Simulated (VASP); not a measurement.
# TeW (F-43m) in VASP: notebook

Aim: see how the results for TeW move with the level of theory and the settings. Levels: r2SCAN, PBE. Tasks: single point, relaxation of cell and atoms.

Everything below comes from runs of VASP 6.6.1. Logs are shortened: lines on timing, memory, paths and dates and some standing lists are left out, and cuts for length are marked.

### Step 1. The cell of the first run

It takes space group F-43m (No. 216, cubic). Conventional cell: a = 6.124 Å, b = 6.124 Å, c = 6.124 Å, α = 90.00°, β = 90.00°, γ = 90.00°. W (site symmetry -43m) has 4 Te at 2.65 Å within 3.5 Å. Te (site symmetry -43m) has 4 W at 2.65 Å within 3.5 Å.

### Step 2. Single point, r2SCAN

The input, POSCAR:

```
TeW
1.0
    0.0000000000      3.0618296945      3.0618296945
    3.0618296945      0.0000000000      3.0618296945
    3.0618296945      3.0618296945      0.0000000000
W Te
1 1
Direct
    0.0000000000      0.0000000000      0.0000000000
    0.2500000000      0.2500000000      0.2500000000
```

The input, INCAR.step1:

```
PREC = Accurate ; ENCUT = 520
ISMEAR = 0 ; SIGMA = 0.1
LREAL = F ; LASPH = T
NELM = 80 ; NBANDS = 17
GGA = PE ; ALGO = Normal
EDIFF = 1E-4 ; LWAVE = T
LCHARG = F
```

The input, INCAR.step2:

```
PREC = Accurate ; ENCUT = 520
EDIFF = 1E-6 ; ISMEAR = 0
SIGMA = 0.1 ; LREAL = F
LASPH = T ; NELM = 80
ALGO = Normal ; ISIF = 2
LWAVE = F ; LCHARG = F
METAGGA = R2SCAN ; LMIXTAU = T
NBANDS = 17 ; ISTART = 1
```

The input, KPOINTS:

```
regular mesh
0
Gamma
  12 12 12
```

Potentials or basis: VASP PAW PBE potentials, release 64 (W_sv, Te).

On the command line:

```
$ cat potpaw_PBE.64/W_sv/POTCAR potpaw_PBE.64/Te/POTCAR > POTCAR
$ cp INCAR.step1 INCAR
$ mpirun -np 1 vasp_std > vasp.out
$ cp INCAR.step2 INCAR
$ mpirun -np 1 vasp_std > vasp.out
```

OUTCAR:

```text
PREC = Accurate
   ENCUT = 520
   EDIFF = 1E-6
   ISMEAR = 0
   LREAL = F
   LASPH = T
   NELM = 80
   ISIF = 2
   METAGGA = R2SCAN
   ISTART = 1

 ion  position               nearest neighbor table
   1  0.000  0.000  0.000-   2 2.65   2 2.65   2 2.65   2 2.65
   2  0.250  0.250  0.250-   1 2.65   1 2.65   1 2.65   1 2.65

  LATTYP: Found a face centered cubic cell.
 ALAT       =     6.1236593890

  Lattice vectors:

 A1 = (   0.0000000000,   3.0618296945,   3.0618296945)
 A2 = (   3.0618296945,   0.0000000000,   3.0618296945)
 A3 = (   3.0618296945,   3.0618296945,   0.0000000000)

Analysis of symmetry for initial positions (statically):
=====================================================================
 Subroutine PRICEL returns:
 Original cell was already a primitive cell.

 Routine SETGRP: Setting up the symmetry group for a
 face centered cubic supercell.

 Subroutine GETGRP returns: Found 24 space group operations
 (whereof 24 operations were pure point group operations)
 out of a pool of 48 trial point group operations.

The static configuration has the point symmetry T_d .

Analysis of symmetry for dynamics (positions and initial velocities):
=====================================================================
 Subroutine PRICEL returns:
 Original cell was already a primitive cell.

 Routine SETGRP: Setting up the symmetry group for a
 face centered cubic supercell.

 Subroutine GETGRP returns: Found 24 space group operations
 (whereof 24 operations were pure point group operations)
 out of a pool of 48 trial point group operations.

The dynamic configuration has the point symmetry T_d .

 Subroutine INISYM returns: Found 24 space group operations
 (whereof 24 operations are pure point group operations),
 and found     1 'primitive' translations

----------------------------------------------------------------------------------------

                                     Primitive cell

  volume of cell :      57.4081

  direct lattice vectors                    reciprocal lattice vectors
     0.000000000  3.061829695  3.061829695    -0.163301049  0.163301049  0.163301049
     3.061829695  0.000000000  3.061829695     0.163301049 -0.163301049  0.163301049
     3.061829695  3.061829695  0.000000000     0.163301049  0.163301049 -0.163301049

  length of vectors
     4.330081080  4.330081080  4.330081080     0.282845713  0.282845713  0.282845713

  position of ions in fractional coordinates (direct lattice)
     0.000000000  0.000000000  0.000000000
     0.250000000  0.250000000  0.250000000

  ion indices of the primitive-cell ions
   primitive index   ion index
                 1           1
                 2           2

----------------------------------------------------------------------------------------

 KPOINTS: regular mesh

Automatic generation of k-mesh.
 Grid dimensions read from file:
 generate k-points for:   12   12   12

 Generating k-lattice:

  Cartesian coordinates                     Fractional coordinates (reciprocal lattice)
    -0.013608421  0.013608421  0.013608421     0.083333333  0.000000000  0.000000000
     0.013608421 -0.013608421  0.013608421     0.000000000  0.083333333  0.000000000
     0.013608421  0.013608421 -0.013608421     0.000000000  0.000000000  0.083333333

  Length of vectors
     0.023570476  0.023570476  0.023570476

  Shift w.r.t. Gamma in fractional coordinates (k-lattice)
     0.000000000  0.000000000  0.000000000

 Subroutine IBZKPT returns following result:
 ===========================================

 Found     72 irreducible k-points:

 Following reciprocal coordinates:
            Coordinates               Weight
  0.000000  0.000000  0.000000      1.000000
  0.083333  0.000000  0.000000      8.000000
  0.166667  0.000000  0.000000      8.000000
  0.250000  0.000000  0.000000      8.000000
  0.333333  0.000000  0.000000      8.000000
  0.416667  0.000000  0.000000      8.000000
[... 16 lines left out ...]
  0.500000  0.166667  0.000000     24.000000
 -0.416667  0.166667  0.000000     24.000000
 [... further k-points ...]
   k-points           NKPTS =     72   k-points in BZ     NKDIM =     72   number of bands    NBANDS=     17
   number of dos      NEDOS =    301   number of ions     NIONS =      2
   total plane-waves  NPLWV =  32768
   dimension x,y,z NGX =    32 NGY =   32 NGZ =   32
   dimension x,y,z NGXF=    64 NGYF=   64 NGZF=   64
   ions per type =               1   1
   NGX,Y,Z   is equivalent  to a cutoff of  12.29, 12.29, 12.29 a.u.
   NGXF,Y,Z  is equivalent  to a cutoff of  24.57, 24.57, 24.57 a.u.
 SYSTEM =  unknown system
   PREC   = accura    normal or accurate (medium, high low for compatibility)
   ISTART =      1    job   : 0-new  1-cont  2-samecut
   ICHARG =      0    charge: 1-file 2-atom 10-const
   ISPIN  =      1    spin polarized calculation?
   LNONCOLLINEAR =      F non collinear calculations
   LSORBIT =      F    spin-orbit coupling
   LASPH  =      T    aspherical Exc in radial PAW
   ENCUT  =  520.0 eV  38.22 Ry    6.18 a.u.   8.05  8.05  8.05*2*pi/ulx,y,z
   NELM   =     80;   NELMIN=  2; NELMDL=  0     # of ELM steps
   EDIFF  = 0.1E-05   stopping-criterion for ELM
   LREAL  =      F    real-space projection
   EDIFFG = 0.1E-04   stopping-criterion for IOM
   NSW    =      0    number of steps for IOM
   IBRION =     -1    ionic relax: 0-MD 1-quasi-New 2-CG
   NFREE  =      0    steps in history (QN), initial steepest desc. (CG)
   ISIF   =      2    stress and relaxation
   ISYM   =      2    0-nonsym 1-usesym 2-fastsym
   POTIM  = 0.5000    time-step for ionic-motion
   TEBEG  =    0.0;   TEEND  =   0.0 temperature during run
   PSTRESS=    0.0 pullay stress
   NELECT =      20.0000    total number of electrons
   NUPDOWN=      -1.0000    fix difference up-down
   EMIN   =  10.00;   EMAX   =-10.00  energy-range for DOS
   EFERMI =   0.00;   METHOD = LEGACY
   ISMEAR =     0;   SIGMA  =   0.10  broadening in eV -4-tet -1-fermi 0-gaus
   EFERMI_NEDOS =   21; number of points for ismear=-14 and -15
   IALGO  =     38    algorithm
   IMIX   =      4    mixing-type and parameters
     AMIX     =   0.40;   BMIX     =  1.00
     AMIX_MAG =   1.60;   BMIX_MAG =  1.00
  volume/ion in A,a.u.               =      28.70       193.70
  Fermi-wavevector in a.u.,A,eV,Ry     =   1.151933  2.176837 18.054239  1.326949
  Thomas-Fermi vector in A             =   2.288587
   LORBIT       =      0    0 simple, 1 ext, 2 COOP (PROOUT), +10 PAW based schemes
   METAGGA = R2SCAN    functional components
   LHFCALC =     F    Hartree Fock is set to
   AEXX    =    0.0000 exact exchange contribution
   IVDW    =     0    specifies the selected vdW correction
   LEPSILON=     F    determine dielectric tensor
   LRPA    =     F    only Hartree local field effects (RPA)
 non-spin polarized calculation
 Gauss-broadening in eV      SIGMA  =   0.10
  energy-cutoff  :      520.00
  volume of cell :       57.41
 maximum number of plane-waves:      1572
   NGX = 17   NGY = 17   NGZ = 17

 number of electron      20.0000001 magnetization

 Free energy of the ion-electron system (eV)
  ---------------------------------------------------
  ext. energy  EPLUGINS =         0.00000000
  ---------------------------------------------------
  free energy    TOTEN  =       -73.71556435 eV

  energy without entropy =      -73.69458847  energy(sigma->0) =      -73.70507641

 E-fermi :   6.1372     XC(G=0): -10.4084

 val. band max:        6.1360769985   @ k =   0.5000   0.2500   0.0000
 cond. band min:       6.1440612152   @ k =   0.3333   0.2500   0.0000
 fundamental gap:      0.0079842167
 Fermi energy:         6.1372240365

 k-point     1 :       0.0000    0.0000    0.0000
  band No.  band energies     occupation
      1     -69.5186      2.00000
      2     -33.1551      2.00000
      3     -33.1551      2.00000
      4     -33.1551      2.00000
      5      -7.2224      2.00000
      6       1.9109      2.00000
[... 9 lines left out ...]
     16      12.3482      0.00000
     17      12.3482      0.00000

 k-point     2 :       0.0833    0.0000    0.0000
  band No.  band energies     occupation
      1     -69.5186      2.00000
      2     -33.1566      2.00000
      3     -33.1554      2.00000
      4     -33.1554      2.00000
      5      -7.1705      2.00000
      6       1.7850      2.00000
[... 9 lines left out ...]
     16      12.4635      0.00000
     17      12.4635      0.00000

 k-point     3 :       0.1667    0.0000    0.0000
  band No.  band energies     occupation
      1     -69.5185      2.00000
      2     -33.1605      2.00000
      3     -33.1560      2.00000
      4     -33.1560      2.00000
      5      -7.0243      2.00000
      6       1.4744      2.00000
[... 9 lines left out ...]
     16      12.8055      0.00000
     17      12.8055      0.00000

 k-point     4 :       0.2500    0.0000    0.0000
  band No.  band energies     occupation
      1     -69.5184      2.00000
      2     -33.1658      2.00000
      3     -33.1568      2.00000
      4     -33.1568      2.00000
      5      -6.8134      2.00000
      6       1.1061      2.00000
[... 9 lines left out ...]
     16      13.2873      0.00000
     17      13.2873      0.00000

 k-point     5 :       0.3333    0.0000    0.0000
  band No.  band energies     occupation
      1     -69.5183      2.00000
      2     -33.1711      2.00000
      3     -33.1577      2.00000
      4     -33.1577      2.00000
      5      -6.5871      2.00000
      6       0.7803      2.00000
[... 9 lines left out ...]
     16      13.7509      0.00000
     17      13.7509      0.00000

 k-point     6 :       0.4167    0.0000    0.0000
  band No.  band energies     occupation
      1     -69.5182      2.00000
      2     -33.1750      2.00000
      3     -33.1583      2.00000
      4     -33.1583      2.00000
      5      -6.4101      2.00000
      6       0.5598      2.00000
[... 9 lines left out ...]
     16      14.0623      0.00000
     17      14.2161      0.00000

 k-point     7 :       0.5000    0.0000    0.0000
  band No.  band energies     occupation
      1     -69.5182      2.00000
      2     -33.1764      2.00000
      3     -33.1585      2.00000
      4     -33.1585      2.00000
      5      -6.3426      2.00000
      6       0.4819      2.00000
[... 9 lines left out ...]
     16      14.1680      0.00000
     17      14.6522      0.00000

 k-point     8 :       0.0833    0.0833    0.0000
  band No.  band energies     occupation
      1     -69.5186      2.00000
      2     -33.1566      2.00000
      3     -33.1556      2.00000
      4     -33.1556      2.00000
      5      -7.1531      2.00000
      6       1.7413      2.00000
[... 9 lines left out ...]
     16      12.7237      0.00000
     17      12.7237      0.00000
[... 203 lines left out ...]
      1     -69.5185      2.00000
      2     -33.1606      2.00000
      3     -33.1571      2.00000
      4     -33.1571      2.00000
      5      -6.9572      2.00000
      6       1.3355      2.00000
[... 9 lines left out ...]
     16      13.4707      0.00000
     17      13.4707      0.00000

 k-point    20 :       0.2500    0.1667    0.0000
  band No.  band energies     occupation
      1     -69.5184      2.00000
      2     -33.1641      2.00000
      3     -33.1580      2.00000
      4     -33.1579      2.00000
      5      -6.7976      2.00000
      6       1.0827      2.00000
[... 9 lines left out ...]
     16      13.5960      0.00000
     17      13.9061      0.00000

 k-point    21 :       0.3333    0.1667    0.0000
  band No.  band energies     occupation
      1     -69.5183      2.00000
      2     -33.1686      2.00000
      3     -33.1589      2.00000
      4     -33.1589      2.00000
      5      -6.5940      2.00000
      6       0.8455      2.00000
[... 9 lines left out ...]
     16      13.5731      0.00000
     17      14.2677      0.00000

 k-point    22 :       0.4167    0.1667    0.0000
  band No.  band energies     occupation
      1     -69.5182      2.00000
      2     -33.1726      2.00000
      3     -33.1601      2.00000
      4     -33.1595      2.00000
      5      -6.3982      2.00000
      6       0.6848      2.00000
[... 9 lines left out ...]
     16      13.9325      0.00000
     17      14.4456      0.00000

 k-point    23 :       0.5000    0.1667    0.0000
  band No.  band energies     occupation
      1     -69.5182      2.00000
      2     -33.1750      2.00000
      3     -33.1611      2.00000
      4     -33.1596      2.00000
      5      -6.2696      2.00000
      6       0.6249      2.00000
[... 9 lines left out ...]
     16      14.4351      0.00000
     17      14.8582      0.00000

 k-point    24 :      -0.4167    0.1667    0.0000
  band No.  band energies     occupation
      1     -69.5182      2.00000
      2     -33.1753      2.00000
      3     -33.1617      2.00000
      4     -33.1592      2.00000
      5      -6.2525      2.00000
      6       0.6549      2.00000
[... 9 lines left out ...]
     16      14.2820      0.00000
     17      15.4201      0.00000

 [... further k-points ...]

------------------------ aborting loop because EDIFF is reached ----------------------------------------

  FORCE on cell =-STRESS in cart. coord.  units (eV):
  Direction    XX          YY          ZZ          XY          YZ          ZX
  --------------------------------------------------------------------------------------
  -------------------------------------------------------------------------------------
  Total       -1.0569438     -1.0569438     -1.0569438      0.0000000      0.0000000      0.0000000
  in kB      -29.4977831    -29.4977831    -29.4977831      0.0000000      0.0000000      0.0000000
  external PRESSURE =     -29.4977831 kB  Pullay stress =       0.0000000 kB

 VOLUME and BASIS-vectors are now :
 -----------------------------------------------------------------------------
  energy-cutoff  :      520.00
  volume of cell :       57.41
      direct lattice vectors                 reciprocal lattice vectors
     0.000000000  3.061829695  3.061829695    -0.163301049  0.163301049  0.163301049
     3.061829695  0.000000000  3.061829695     0.163301049 -0.163301049  0.163301049
     3.061829695  3.061829695  0.000000000     0.163301049  0.163301049 -0.163301049

 POSITION                                       TOTAL-FORCE (eV/Angst)
 -----------------------------------------------------------------------------------
      0.00000      0.00000      0.00000        -0.000000     -0.000000     -0.000000
      1.53091      1.53091      1.53091         0.000000      0.000000      0.000000
 -----------------------------------------------------------------------------------
    total drift:                               -0.000000     -0.000000     -0.000000

  FREE ENERGIE OF THE ION-ELECTRON SYSTEM (eV)
  ---------------------------------------------------
  free  energy   TOTEN  =       -73.7155643486 eV

  energy  without entropy=      -73.6945884652  energy(sigma->0) =      -73.70507641
```

Wall time 2 min (1 thread of AMD EPYC 9R45 (Zen 5), shared host); peak memory 0.21 GiB.

Results:

```yaml
Free_energy: -73.7156 eV
Pressure: -2.9 GPa
Band_gap_on_the_k_mesh: zero (bands 10 and 11 overlap by 0.22 eV)
```

Caveat: the PAW data sets were made with another functional, which shifts forces and pressure a little; spin-orbit coupling is left out, which moves the levels of the heavy elements.

### Step 3. Relaxation of cell and atoms, PBE, collinear spin

This run uses another cell than the first one, of 24.70 Å³/atom.

The input, INCAR:

```
SYSTEM = TeW
  ALGO = Normal
  EDIFF = 1E-7
  EDIFFG = -0.05
  ENCUT = 600
  GGA = PE
  IBRION = 2
  ISIF = 3
  ISMEAR = 0
  ISPIN = 2
  LASPH = .True.
  LCHARG = .False.
  LMAXMIX = 4
  LORBIT = 11
  LREAL = .False.
  LWAVE = .False.
  MAGMOM = 0.94 0
  NELM = 150
  NSW = 100
  PREC = Accurate
  SIGMA = 0.1
```

The input, KPOINTS:

```
k-points
0
Gamma
  6 6 6
  0 0 0
```

The input, POSCAR:

```
TeW
1.0
    0.0000000000      2.9124200074      2.9124200074
    2.9124200074      0.0000000000      2.9124200074
    2.9124200074      2.9124200074      0.0000000000
W Te
1 1
Direct
    0.0000000000      0.0000000000      0.0000000000
    0.2500000000      0.2500000000      0.2500000000
```

Potentials or basis: VASP PAW PBE potentials, release 64 (W_sv, Te).

On the command line:

```
$ cat potpaw_PBE.64/W_sv/POTCAR potpaw_PBE.64/Te/POTCAR > POTCAR
$ mpirun -np 1 vasp_std > vasp.out
```

Wall time 5.1 min (1 thread of AMD EPYC 9R45 (Zen 5), shared host); peak memory 0.23 GiB.

The run converged. Its results:

| Item | Value |
| --- | --- |
| Free energy | -13.2203 eV |
| Relaxed volume | 28.74 Å³/atom |
| Relaxed cell | a = 4.332 Å, b = 4.332 Å, c = 4.332 Å, α = 60.00°, β = 60.00°, γ = 60.00° |
| Space group after relaxing (to 0.1 Å) | F-43m (No. 216) |
| Energy gained by relaxing | 212.1 meV/atom |
| Ionic steps | 4 |
| Pressure after relaxing | -0.1 GPa |
| Net moment | -1.40 μB per cell |
| Site moments | W -1.10; Te +0.03 μB |
| Valence electrons inside the program's atomic spheres | W 11.95; Te 3.51 |

The path:
```
step  energy change (eV)  largest force (eV/Å)  pressure (GPa)  volume (Å³)
   1              0.0000                0.0000           19.37        49.41
   2              0.4014                0.0000          -11.19        73.99
   3             -0.4237                0.0000           -0.45        57.72
   4             -0.4241                0.0000           -0.08        57.49
```

Final structure:
```
CELL_PARAMETERS angstrom
0.00000 3.06327 3.06327
3.06327 0.00000 3.06327
3.06327 3.06327 0.00000
ATOMIC_POSITIONS crystal
W 0.00000 0.00000 0.00000
Te 0.25000 0.25000 0.25000
```

Levels at points of the mesh, in eV from the Fermi level:
Spin up:
```tsv
k point	band 7	band 8	band 9	band 10	band 11	band 12
(0.00, 0.00, 0.00)	-3.97	-3.97	0.17	0.17	1.50	4.53
(0.50, 0.00, 0.00)	-3.66	-3.66	-0.04	0.36	0.36	2.30
(0.50, 0.50, 0.00)	-3.23	-3.23	-1.10	-0.14	0.79	0.86
```
Spin down:
```tsv
k point	band 9	band 10	band 11	band 12	band 13	band 14
(0.00, 0.00, 0.00)	-0.95	-0.95	1.22	4.25	4.25	4.25
(0.50, 0.00, 0.00)	-0.68	-0.68	-0.57	1.91	1.91	2.98
(0.50, 0.50, 0.00)	-1.48	-1.08	-0.44	0.35	0.35	5.35
```

Caveat: the volume moved by over 15 % at a fixed basis, so the end points are rough; spin-orbit coupling is left out, which moves the levels of the heavy elements.

(Part 1 of 2 ends here.)
